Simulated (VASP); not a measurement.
# Tl (Fm-3m) in VASP: further runs

Tl is run at these levels: PBE; tasks: single point.

Program: VASP 6.6.1. These are calculated values, not measurements. Logs are shortened: lines on timing, memory, paths and dates and some standing lists are left out, and cuts for length are marked.

### 1 The cell of the first run

The structure is cubic, space group Fm-3m (No. 225). The conventional cell has a = 4.330 Å, b = 4.330 Å, c = 4.330 Å, α = 90.00°, β = 90.00°, γ = 90.00°. Tl (site symmetry m-3m) has 12 Tl at 3.06 Å within 4.0 Å.

### 2 Single point, PBE

INCAR

```
PREC = Accurate
ENCUT = 520
EDIFF = 1E-6
ISMEAR = -1
SIGMA = 0.05
LREAL = False
LASPH = True
NELM = 100
ALGO = Normal
ISIF = 2
LWAVE = False
LCHARG = False
GGA = PE
NBANDS = 12
```

KPOINTS

```
regular mesh
0
Gamma
  14 14 14
```

POSCAR

```
Tl
1.0
    0.0000000000      2.1650000000      2.1650000000
    2.1650000000      0.0000000000      2.1650000000
    2.1650000000      2.1650000000      0.0000000000
Tl
1
Direct
    0.0000000000      0.0000000000      0.0000000000
```

Potentials or basis: VASP PAW PBE potentials, release 64 (Tl_d).

Launch:

```console
$ cat potpaw_PBE.64/Tl_d/POTCAR > POTCAR
$ mpirun -np 1 vasp_std > vasp.out
```

OUTCAR:

```text
PREC = Accurate
   ENCUT = 520
   EDIFF = 1E-6
   ISMEAR = -1
   LREAL = False
   LASPH = True
   NELM = 100
   ISIF = 2
   GGA = PE

 ion  position               nearest neighbor table
   1  0.000  0.000  0.000-

  LATTYP: Found a face centered cubic cell.
 ALAT       =     4.3300000000

  Lattice vectors:

 A1 = (   0.0000000000,   2.1650000000,   2.1650000000)
 A2 = (   2.1650000000,   0.0000000000,   2.1650000000)
 A3 = (   2.1650000000,   2.1650000000,   0.0000000000)

Analysis of symmetry for initial positions (statically):
=====================================================================
 Subroutine PRICEL returns:
 Original cell was already a primitive cell.

 Routine SETGRP: Setting up the symmetry group for a
 face centered cubic supercell.

 Subroutine GETGRP returns: Found 48 space group operations
 (whereof 48 operations were pure point group operations)
 out of a pool of 48 trial point group operations.

The static configuration has the point symmetry O_h .

Analysis of symmetry for dynamics (positions and initial velocities):
=====================================================================
 Subroutine PRICEL returns:
 Original cell was already a primitive cell.

 Routine SETGRP: Setting up the symmetry group for a
 face centered cubic supercell.

 Subroutine GETGRP returns: Found 48 space group operations
 (whereof 48 operations were pure point group operations)
 out of a pool of 48 trial point group operations.

The dynamic configuration has the point symmetry O_h .

 Subroutine INISYM returns: Found 48 space group operations
 (whereof 48 operations are pure point group operations),
 and found     1 'primitive' translations

----------------------------------------------------------------------------------------

                                     Primitive cell

  volume of cell :      20.2957

  direct lattice vectors                    reciprocal lattice vectors
     0.000000000  2.165000000  2.165000000    -0.230946882  0.230946882  0.230946882
     2.165000000  0.000000000  2.165000000     0.230946882 -0.230946882  0.230946882
     2.165000000  2.165000000  0.000000000     0.230946882  0.230946882 -0.230946882

  length of vectors
     3.061772363  3.061772363  3.061772363     0.400011734  0.400011734  0.400011734

  position of ions in fractional coordinates (direct lattice)
     0.000000000  0.000000000  0.000000000

  ion indices of the primitive-cell ions
   primitive index   ion index
                 1           1

----------------------------------------------------------------------------------------

 KPOINTS: regular mesh

Automatic generation of k-mesh.
 Grid dimensions read from file:
 generate k-points for:   14   14   14

 Generating k-lattice:

  Cartesian coordinates                     Fractional coordinates (reciprocal lattice)
    -0.016496206  0.016496206  0.016496206     0.071428571  0.000000000  0.000000000
     0.016496206 -0.016496206  0.016496206     0.000000000  0.071428571  0.000000000
     0.016496206  0.016496206 -0.016496206     0.000000000  0.000000000  0.071428571

  Length of vectors
     0.028572267  0.028572267  0.028572267

  Shift w.r.t. Gamma in fractional coordinates (k-lattice)
     0.000000000  0.000000000  0.000000000

 Subroutine IBZKPT returns following result:
 ===========================================

 Found    104 irreducible k-points:

 Following reciprocal coordinates:
            Coordinates               Weight
  0.000000  0.000000  0.000000      1.000000
  0.071429  0.000000  0.000000      8.000000
  0.142857  0.000000  0.000000      8.000000
  0.214286  0.000000  0.000000      8.000000
  0.285714  0.000000  0.000000      8.000000
  0.357143  0.000000  0.000000      8.000000
[... 16 lines left out ...]
  0.214286  0.142857  0.000000     24.000000
  0.285714  0.142857  0.000000     24.000000
 [... further k-points ...]
   k-points           NKPTS =    104   k-points in BZ     NKDIM =    104   number of bands    NBANDS=     12
   number of dos      NEDOS =    301   number of ions     NIONS =      1
   total plane-waves  NPLWV =  13824
   dimension x,y,z NGX =    24 NGY =   24 NGZ =   24
   dimension x,y,z NGXF=    48 NGYF=   48 NGZF=   48
   ions per type =               1
   NGX,Y,Z   is equivalent  to a cutoff of  13.03, 13.03, 13.03 a.u.
   NGXF,Y,Z  is equivalent  to a cutoff of  26.06, 26.06, 26.06 a.u.
 SYSTEM =  unknown system
   PREC   = accura    normal or accurate (medium, high low for compatibility)
   ISTART =      0    job   : 0-new  1-cont  2-samecut
   ICHARG =      2    charge: 1-file 2-atom 10-const
   ISPIN  =      1    spin polarized calculation?
   LNONCOLLINEAR =      F non collinear calculations
   LSORBIT =      F    spin-orbit coupling
   LASPH  =      T    aspherical Exc in radial PAW
   ENCUT  =  520.0 eV  38.22 Ry    6.18 a.u.   5.69  5.69  5.69*2*pi/ulx,y,z
   NELM   =    100;   NELMIN=  2; NELMDL= -5     # of ELM steps
   EDIFF  = 0.1E-05   stopping-criterion for ELM
   LREAL  =      F    real-space projection
   EDIFFG = 0.1E-04   stopping-criterion for IOM
   NSW    =      0    number of steps for IOM
   IBRION =     -1    ionic relax: 0-MD 1-quasi-New 2-CG
   NFREE  =      0    steps in history (QN), initial steepest desc. (CG)
   ISIF   =      2    stress and relaxation
   ISYM   =      2    0-nonsym 1-usesym 2-fastsym
   POTIM  = 0.5000    time-step for ionic-motion
   TEBEG  =    0.0;   TEEND  =   0.0 temperature during run
   PSTRESS=    0.0 pullay stress
   NELECT =      13.0000    total number of electrons
   NUPDOWN=      -1.0000    fix difference up-down
   EMIN   =  10.00;   EMAX   =-10.00  energy-range for DOS
   EFERMI =   0.00;   METHOD = LEGACY
   ISMEAR =    -1;   SIGMA  =   0.05  broadening in eV -4-tet -1-fermi 0-gaus
   EFERMI_NEDOS =   21; number of points for ismear=-14 and -15
   IALGO  =     38    algorithm
   IMIX   =      4    mixing-type and parameters
     AMIX     =   0.40;   BMIX     =  1.00
     AMIX_MAG =   1.60;   BMIX_MAG =  1.00
  volume/ion in A,a.u.               =      20.30       136.96
  Fermi-wavevector in a.u.,A,eV,Ry     =   1.411198  2.666778 27.095740  1.991481
  Thomas-Fermi vector in A             =   2.533074
   LORBIT       =      0    0 simple, 1 ext, 2 COOP (PROOUT), +10 PAW based schemes
   GGA     = PE    functional components
   LHFCALC =     F    Hartree Fock is set to
   AEXX    =    0.0000 exact exchange contribution
   IVDW    =     0    specifies the selected vdW correction
   LEPSILON=     F    determine dielectric tensor
   LRPA    =     F    only Hartree local field effects (RPA)
 non-spin polarized calculation
  energy-cutoff  :      520.00
  volume of cell :       20.30
 maximum number of plane-waves:       568
   NGX = 11   NGY = 11   NGZ = 11

 number of electron      13.0000002 magnetization

 Free energy of the ion-electron system (eV)
  ---------------------------------------------------
  ext. energy  EPLUGINS =         0.00000000
  ---------------------------------------------------
  free energy    TOTEN  =        -1.40250301 eV

  energy without entropy =       -1.39847729  energy(sigma->0) =       -1.40049015

 E-fermi :  11.1003     XC(G=0): -12.0245

 val. band max:       11.0962282809   @ k =  -0.3571   0.4286   0.2143
 cond. band min:      11.2292581086   @ k =  -0.4286   0.3571   0.1429
 fundamental gap:      0.1330298277
 Fermi energy:        11.1003194711

 k-point     1 :       0.0000    0.0000    0.0000
  band No.  band energies     occupation
      1      -1.9598      2.00000
      2      -1.4448      2.00000
      3      -1.4448      2.00000
      4      -1.4448      2.00000
      5      -0.8062      2.00000
      6      -0.8062      2.00000
      7      22.0575      0.00000
      8      24.0168      0.00000
      9      24.0168      0.00000
     10      24.0168      0.00000
     11      29.0300      0.00000
     12      29.9981      0.00000

 k-point     2 :       0.0714    0.0000    0.0000
  band No.  band energies     occupation
      1      -1.8239      2.00000
      2      -1.4473      2.00000
      3      -1.4150      2.00000
      4      -1.4150      2.00000
      5      -0.8132      2.00000
      6      -0.8132      2.00000
      7      21.8974      0.00000
      8      22.8284      0.00000
      9      23.9945      0.00000
     10      23.9945      0.00000
     11      28.7530      0.00000
     12      29.6719      0.00000

 k-point     3 :       0.1429    0.0000    0.0000
  band No.  band energies     occupation
      1      -1.6916      2.00000
      2      -1.3468      2.00000
      3      -1.3468      2.00000
      4      -1.1724      2.00000
      5      -0.8153      2.00000
      6      -0.8153      2.00000
      7      19.6394      0.00000
      8      22.5707      0.00000
      9      23.8689      0.00000
     10      23.8689      0.00000
     11      27.6061      0.00000
     12      28.9286      0.00000
[... 286 lines left out ...]
 k-point    23 :       0.2143    0.1429    0.0000
  band No.  band energies     occupation
      1      -1.6891      2.00000
      2      -1.3168      2.00000
      3      -1.1754      2.00000
      4      -1.1377      2.00000
      5      -0.6529      2.00000
      6      -0.3149      2.00000
      7      19.0192      0.00000
      8      20.9259      0.00000
      9      21.8926      0.00000
     10      23.3960      0.00000
     11      23.8346      0.00000
     12      29.9092      0.00000

 k-point    24 :       0.2857    0.1429    0.0000
  band No.  band energies     occupation
      1      -1.7794      2.00000
      2      -1.2800      2.00000
      3      -1.1778      2.00000
      4      -1.1038      2.00000
      5      -0.5353      2.00000
      6       0.6086      2.00000
      7      16.0756      0.00000
      8      20.2876      0.00000
      9      21.6280      0.00000
     10      22.2962      0.00000
     11      25.2000      0.00000
     12      29.7476      0.00000

 [... further k-points ...]
[... 5 lines left out ...]
  --------------------------------------------------------------------------------------
  -------------------------------------------------------------------------------------
  Total        4.7436076      4.7436076      4.7436076     -0.0000000      0.0000000     -0.0000000
  in kB      374.4688029    374.4688029    374.4688029     -0.0000000      0.0000000     -0.0000000
  external PRESSURE =     374.4688029 kB  Pullay stress =       0.0000000 kB

 VOLUME and BASIS-vectors are now :
 -----------------------------------------------------------------------------
  energy-cutoff  :      520.00
  volume of cell :       20.30
      direct lattice vectors                 reciprocal lattice vectors
     0.000000000  2.165000000  2.165000000    -0.230946882  0.230946882  0.230946882
     2.165000000  0.000000000  2.165000000     0.230946882 -0.230946882  0.230946882
     2.165000000  2.165000000  0.000000000     0.230946882  0.230946882 -0.230946882

 POSITION                                       TOTAL-FORCE (eV/Angst)
 -----------------------------------------------------------------------------------
      0.00000      0.00000      0.00000         0.000000      0.000000      0.000000
 -----------------------------------------------------------------------------------
    total drift:                               -0.000000      0.000000     -0.000000

  FREE ENERGIE OF THE ION-ELECTRON SYSTEM (eV)
  ---------------------------------------------------
  free  energy   TOTEN  =        -1.4025030080 eV

  energy  without entropy=       -1.3984772912  energy(sigma->0) =       -1.40049015
```

Run time: 13 s. Hardware: 1 thread of Intel Xeon Platinum 8488C (Sapphire Rapids), shared host; peak memory 0.15 GiB.

What came out:

| Item | Value |
| --- | --- |
| Free energy | -1.4025 eV |
| Pressure | 37.4 GPa |

Levels at points of the mesh, in eV from the Fermi level:
```csv
k point,band 3,band 4,band 5,band 6,band 7,band 8,band 9,band 10
"(0.00, 0.00, 0.00)",-12.55,-12.55,-11.91,-11.91,10.96,12.92,12.92,12.92
"(0.50, 0.00, 0.00)",-12.54,-11.36,-11.36,-5.19,-4.77,10.40,10.48,10.48
"(0.50, 0.50, 0.00)",-11.39,-11.22,-11.22,-3.25,-2.65,4.55,4.55,9.54
```

Caveat: spin-orbit coupling is left out, which moves the levels of the heavy elements.

### 3 Single point, PBE (volume scaled by 1.02)

INCAR

```
SYSTEM = Tl
  PREC = Accurate
  ENCUT = 520
  EDIFF = 1E-6
  ISMEAR = -1
  SIGMA = 0.05
  LREAL = .FALSE.
  LASPH = .TRUE.
  NELM = 80
  ALGO = Normal
  ISIF = 2
  LWAVE = .FALSE.
  LCHARG = .FALSE.
  GGA = PE
  NBANDS = 12
```

KPOINTS

```
regular mesh
0
G
  14 14 14
  0 0 0
```

POSCAR

```
Tl
1.0
    0.0000000000      2.1793381662      2.1793381662
    2.1793381662      0.0000000000      2.1793381662
    2.1793381662      2.1793381662      0.0000000000
Tl
1
Direct
    0.0000000000      0.0000000000      0.0000000000
```

Potentials or basis: VASP PAW PBE potentials, release 64 (Tl_d).

Launch:

```console
$ cat potpaw_PBE.64/Tl_d/POTCAR > POTCAR
$ mpirun -np 1 vasp_std > vasp.out
```

It took 13 s on 1 thread of Intel Xeon Platinum 8488C (Sapphire Rapids), shared host; peak memory 0.15 GiB.

It converged, with:

| Property | Result |
| --- | --- |
| Free energy | -1.4930 eV |
| Pressure | 33.8 GPa |

Levels at points of the mesh, in eV from the Fermi level:
| k point | band 3 | band 4 | band 5 | band 6 | band 7 | band 8 | band 9 | band 10 |
| --- | --- | --- | --- | --- | --- | --- | --- | --- |
| (0.00, 0.00, 0.00) | -12.45 | -12.45 | -11.84 | -11.84 | 11.00 | 12.81 | 12.81 | 12.81 |
| (0.50, 0.00, 0.00) | -12.44 | -11.32 | -11.32 | -5.19 | -4.63 | 10.36 | 10.36 | 10.44 |
| (0.50, 0.50, 0.00) | -11.35 | -11.18 | -11.18 | -3.14 | -2.70 | 4.55 | 4.55 | 9.42 |

Caveat: spin-orbit coupling is left out, which moves the levels of the heavy elements.

[end of part 1 of 2]
